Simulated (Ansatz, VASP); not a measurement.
**ZrHg3: VASP beside Ansatz**

```
CELL_PARAMETERS angstrom
4.39411 0.00000 0.00000
0.00000 4.39411 0.00000
0.00000 0.00000 4.39411
ATOMIC_POSITIONS crystal
Zr 0.00000 0.00000 0.00000
Hg 0.00000 0.50000 0.50000
Hg 0.50000 0.00000 0.50000
Hg 0.50000 0.50000 0.00000
```

Change from the starting cell: volume scaled by 1.02.

Alike in both runs: task single point; functional PBEsol; k mesh 8 × 8 × 8; occupations fermi-dirac, width 0.05 eV; no spin polarisation.

|  | VASP | Ansatz |
| --- | --- | --- |
| version | VASP 6.6.1 | Ansatz 0.2.0 |
| potentials or method | VASP PAW PBE potentials, release 64 (Zr_sv, Hg), cutoff 520 eV | all-electron LAPW, scalar-relativistic |

Ansatz gave:

```
pressure (GPa) : -2.1
```

Problem. Estimate VASP's values.

Solution. Pressure (GPa): -1.7.

VASP's potentials were made for PBE, not for PBEsol. Ansatz ran all-electron here, and VASP with PAW potentials.

Neither program's run includes spin-orbit coupling.
